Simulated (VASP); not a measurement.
# C (Fd-3m) in VASP: notebook

The runs below take C through single point, relaxation of cell and atoms, with PBE.

Program: VASP 6.6.1. These are calculated values, not measurements. Logs are shortened: lines on timing, memory, paths and dates and some standing lists are left out, and cuts for length are marked.

**1. The cell of the first run**

The structure is cubic, space group Fd-3m (No. 227). Conventional cell: a = 3.571 Å, b = 3.571 Å, c = 3.571 Å, α = 90.00°, β = 90.00°, γ = 90.00°. C (site symmetry -43m) has 4 C at 1.55 Å within 2.1 Å.

**2. Single point, PBE**

Contents of INCAR:

```
PREC = Accurate ; ENCUT = 520
EDIFF = 1E-6 ; ISMEAR = 0
SIGMA = 0.02 ; LREAL = F
LASPH = T ; NELM = 80
ALGO = Normal ; ISIF = 2
LWAVE = F ; LCHARG = F
GGA = PE ; NBANDS = 11
```

Contents of KPOINTS:

```
Automatic mesh
0
Gamma
  12 12 12
```

Contents of POSCAR:

```
C
1.0
    0.0000000000      1.7857311091      1.7857311091
    1.7857311091      0.0000000000      1.7857311091
    1.7857311091      1.7857311091      0.0000000000
C
2
Direct
    0.0000000000      0.0000000000      0.0000000000
    0.2500000000      0.2500000000      0.2500000000
```

Potentials or basis: VASP PAW PBE potentials, release 64 (C).

Run with:

```bash
$ cat potpaw_PBE.64/C/POTCAR > POTCAR
$ mpirun -np 1 vasp_std > vasp.out
```

OUTCAR:

```text
PREC = Accurate
   ENCUT = 520
   EDIFF = 1E-6
   ISMEAR = 0
   LREAL = F
   LASPH = T
   NELM = 80
   ISIF = 2
   GGA = PE

 ion  position               nearest neighbor table
   1  0.000  0.000  0.000-   2 1.55   2 1.55   2 1.55   2 1.55
   2  0.250  0.250  0.250-   1 1.55   1 1.55   1 1.55   1 1.55

  LATTYP: Found a face centered cubic cell.
 ALAT       =     3.5714622182

  Lattice vectors:

 A1 = (   0.0000000000,   1.7857311091,   1.7857311091)
 A2 = (   1.7857311091,   0.0000000000,   1.7857311091)
 A3 = (   1.7857311091,   1.7857311091,   0.0000000000)

Analysis of symmetry for initial positions (statically):
=====================================================================
 Subroutine PRICEL returns:
 Original cell was already a primitive cell.

 Routine SETGRP: Setting up the symmetry group for a
 face centered cubic supercell.

 Subroutine GETGRP returns: Found 48 space group operations
 (whereof 24 operations were pure point group operations)
 out of a pool of 48 trial point group operations.

The static configuration has the point symmetry T_d .
 The point group associated with its full space group is O_h .

Analysis of symmetry for dynamics (positions and initial velocities):
=====================================================================
 Subroutine PRICEL returns:
 Original cell was already a primitive cell.

 Routine SETGRP: Setting up the symmetry group for a
 face centered cubic supercell.

 Subroutine GETGRP returns: Found 48 space group operations
 (whereof 24 operations were pure point group operations)
 out of a pool of 48 trial point group operations.

The dynamic configuration has the point symmetry T_d .
 The point group associated with its full space group is O_h .

 Subroutine INISYM returns: Found 48 space group operations
 (whereof 24 operations are pure point group operations),
 and found     1 'primitive' translations

----------------------------------------------------------------------------------------

                                     Primitive cell

  volume of cell :      11.3888

  direct lattice vectors                    reciprocal lattice vectors
     0.000000000  1.785731109  1.785731109    -0.279997362  0.279997362  0.279997362
     1.785731109  0.000000000  1.785731109     0.279997362 -0.279997362  0.279997362
     1.785731109  1.785731109  0.000000000     0.279997362  0.279997362 -0.279997362

  length of vectors
     2.525405153  2.525405153  2.525405153     0.484969657  0.484969657  0.484969657

  position of ions in fractional coordinates (direct lattice)
     0.000000000  0.000000000  0.000000000
     0.250000000  0.250000000  0.250000000
[... 82 lines left out ...]
   NFREE  =      0    steps in history (QN), initial steepest desc. (CG)
   ISIF   =      2    stress and relaxation
   ISYM   =      2    0-nonsym 1-usesym 2-fastsym
   POTIM  = 0.5000    time-step for ionic-motion
   TEBEG  =    0.0;   TEEND  =   0.0 temperature during run
   PSTRESS=    0.0 pullay stress
   NELECT =       8.0000    total number of electrons
   NUPDOWN=      -1.0000    fix difference up-down
   EMIN   =  10.00;   EMAX   =-10.00  energy-range for DOS
   EFERMI =   0.00;   METHOD = LEGACY
   ISMEAR =     0;   SIGMA  =   0.02  broadening in eV -4-tet -1-fermi 0-gaus
   EFERMI_NEDOS =   21; number of points for ismear=-14 and -15
   IALGO  =     38    algorithm
   IMIX   =      4    mixing-type and parameters
     AMIX     =   0.40;   BMIX     =  1.00
     AMIX_MAG =   1.60;   BMIX_MAG =  1.00
  volume/ion in A,a.u.               =       5.69        38.43
  Fermi-wavevector in a.u.,A,eV,Ry     =   1.455276  2.750073 28.814811  2.117829
  Thomas-Fermi vector in A             =   2.572330
   LORBIT       =      0    0 simple, 1 ext, 2 COOP (PROOUT), +10 PAW based schemes
   GGA     = PE    functional components
   LHFCALC =     F    Hartree Fock is set to
   AEXX    =    0.0000 exact exchange contribution
   IVDW    =     0    specifies the selected vdW correction
   LEPSILON=     F    determine dielectric tensor
   LRPA    =     F    only Hartree local field effects (RPA)
 non-spin polarized calculation
 Gauss-broadening in eV      SIGMA  =   0.02
  energy-cutoff  :      520.00
  volume of cell :       11.39
 maximum number of plane-waves:       331
   NGX =  9   NGY =  9   NGZ =  9

 number of electron       7.9999999 magnetization

 Free energy of the ion-electron system (eV)
  ---------------------------------------------------
  ext. energy  EPLUGINS =         0.00000000
  ---------------------------------------------------
  free energy    TOTEN  =       -18.18576112 eV

  energy without entropy =      -18.18576112  energy(sigma->0) =      -18.18576112

 E-fermi :   9.7762     XC(G=0): -13.2310

 val. band max:        9.6725709732   @ k =   0.0000   0.0000   0.0000
 cond. band min:      13.8167053095   @ k =   0.3333   0.3333   0.0000
 fundamental gap:      4.1441343363
 Fermi energy:         9.7761601679

 k-point     1 :       0.0000    0.0000    0.0000
  band No.  band energies     occupation
      1     -11.7513      2.00000
      2       9.6726      2.00000
      3       9.6726      2.00000
      4       9.6726      2.00000
      5      15.2517      0.00000
      6      15.2517      0.00000
      7      15.2517      0.00000
      8      22.9137      0.00000
      9      28.9158      0.00000
     10      36.1636      0.00000
     11      36.1636      0.00000
[... 309 lines left out ...]
 k-point    24 :      -0.4167    0.1667    0.0000
  band No.  band energies     occupation
      1      -5.5901      2.00000
      2      -2.8159      2.00000
      3       4.2154      2.00000
      4       6.0988      2.00000
      5      17.1916      0.00000
      6      19.8782      0.00000
      7      20.8270      0.00000
      8      25.0670      0.00000
      9      29.0764      0.00000
     10      33.8164      0.00000
     11      34.1729      0.00000

 [... further k-points ...]
[... 5 lines left out ...]
  --------------------------------------------------------------------------------------
  -------------------------------------------------------------------------------------
  Total        0.0503524      0.0503524      0.0503524     -0.0000000      0.0000000      0.0000000
  in kB        7.0835705      7.0835705      7.0835705     -0.0000000      0.0000000      0.0000000
  external PRESSURE =       7.0835705 kB  Pullay stress =       0.0000000 kB

 VOLUME and BASIS-vectors are now :
 -----------------------------------------------------------------------------
  energy-cutoff  :      520.00
  volume of cell :       11.39
      direct lattice vectors                 reciprocal lattice vectors
     0.000000000  1.785731109  1.785731109    -0.279997362  0.279997362  0.279997362
     1.785731109  0.000000000  1.785731109     0.279997362 -0.279997362  0.279997362
     1.785731109  1.785731109  0.000000000     0.279997362  0.279997362 -0.279997362

 POSITION                                       TOTAL-FORCE (eV/Angst)
 -----------------------------------------------------------------------------------
      0.00000      0.00000      0.00000        -0.000000     -0.000000     -0.000000
      0.89287      0.89287      0.89287         0.000000      0.000000      0.000000
 -----------------------------------------------------------------------------------
    total drift:                                0.000000      0.000000      0.000000

  FREE ENERGIE OF THE ION-ELECTRON SYSTEM (eV)
  ---------------------------------------------------
  free  energy   TOTEN  =       -18.1857611233 eV

  energy  without entropy=      -18.1857611233  energy(sigma->0) =      -18.18576112
```

OSZICAR:

```text
N       E                     dE             d eps       ncg     rms          rms(c)
DAV:   1     0.145014637035E+01    0.14501E+01   -0.48112E+03  1619   0.722E+02
DAV:   2    -0.184366745786E+02   -0.19887E+02   -0.19254E+02  2010   0.124E+02
DAV:   3    -0.188163461543E+02   -0.37967E+00   -0.37894E+00  1868   0.136E+01
DAV:   4    -0.188169339840E+02   -0.58783E-03   -0.58782E-03  1694   0.680E-01
DAV:   5    -0.188169346938E+02   -0.70978E-06   -0.70978E-06  1841   0.218E-02    0.553E+00
DAV:   6    -0.183433057611E+02    0.47363E+00   -0.24712E-01  1632   0.350E+00    0.330E+00
DAV:   7    -0.181838838256E+02    0.15942E+00   -0.30319E-01  1692   0.392E+00    0.751E-01
DAV:   8    -0.181856993082E+02   -0.18155E-02   -0.86177E-03  1653   0.691E-01    0.437E-02
DAV:   9    -0.181857404412E+02   -0.41133E-04   -0.62896E-05  1887   0.638E-02    0.245E-02
DAV:  10    -0.181857610480E+02   -0.20607E-04   -0.15572E-05  1680   0.347E-02    0.533E-03
DAV:  11    -0.181857611233E+02   -0.75272E-07   -0.25106E-07  1390   0.458E-03
   1 F= -.18185761E+02 E0= -.18185761E+02  d E =-.437699E-16
```

Wall time 7.9 s (1 thread of AMD EPYC 7R13 (Zen 3), shared host); peak memory 0.09 GiB.

What came out:

- Free energy: -18.1858 eV
- Pressure: 0.7 GPa
- Band gap on the k mesh: 4.14 eV, indirect (least direct gap 5.58 eV)

A k mesh can miss the band edges.

**3. Relaxation of cell and atoms, PBE**

Contents of INCAR:

```
SYSTEM = C
PREC = Accurate ; ENCUT = 600
EDIFF = 1E-6 ; ISMEAR = 0
SIGMA = 0.02 ; LREAL = .False.
LASPH = .True. ; NELM = 100
ALGO = Normal ; ISIF = 3
LWAVE = .False. ; LCHARG = .False.
GGA = PE ; IBRION = 2
NSW = 100 ; EDIFFG = -0.01
```

Contents of KPOINTS:

```
Automatic mesh
0
Gamma
  12 12 12
  0 0 0
```

Contents of POSCAR:

```
C
1.0
    0.0000000000      1.7856319546      1.7856319546
    1.7856319546      0.0000000000      1.7856319546
    1.7856319546      1.7856319546      0.0000000000
C
2
Direct
    0.0000000000      0.0000000000      0.0000000000
    0.2500000000      0.2500000000      0.2500000000
```

Potentials or basis: VASP PAW PBE potentials, release 64 (C).

Run with:

```bash
$ cat potpaw_PBE.64/C/POTCAR > POTCAR
$ mpirun -np 1 vasp_std > vasp.out
```

Wall time 6.1 s (1 thread of AMD EPYC 7R13 (Zen 3), shared host); peak memory 0.09 GiB.

Results (log left out):

| Quantity | Value |
| --- | --- |
| Free energy | -18.1905 eV |
| Pressure after relaxing | 0.1 GPa |
| Band gap on the k mesh | 4.14 eV, indirect (least direct gap 5.58 eV) |

Final structure:
```xyz
2
Lattice="0.0000 1.7856 1.7856 1.7856 0.0000 1.7856 1.7856 1.7856 0.0000" Properties=species:S:1:pos:R:3 pbc="T T T"
C     0.0000    0.0000    0.0000
C     0.8928    0.8928    0.8928
```

Levels at points of the mesh, in eV from the valence-band top:
```tsv
k point	band 1	band 2	band 3	band 4	band 5	band 6	band 7	band 8
(0.00, 0.00, 0.00)	-21.43	0.00	0.00	0.00	5.58	5.58	5.58	13.24
(0.50, 0.00, 0.00)	-15.67	-13.33	-2.79	-2.79	8.44	8.44	8.80	15.66
(0.50, 0.50, 0.00)	-12.74	-12.74	-6.28	-6.28	4.75	4.75	16.75	16.75
```

Caveat: the relaxation stopped at its first step, so nothing moved.
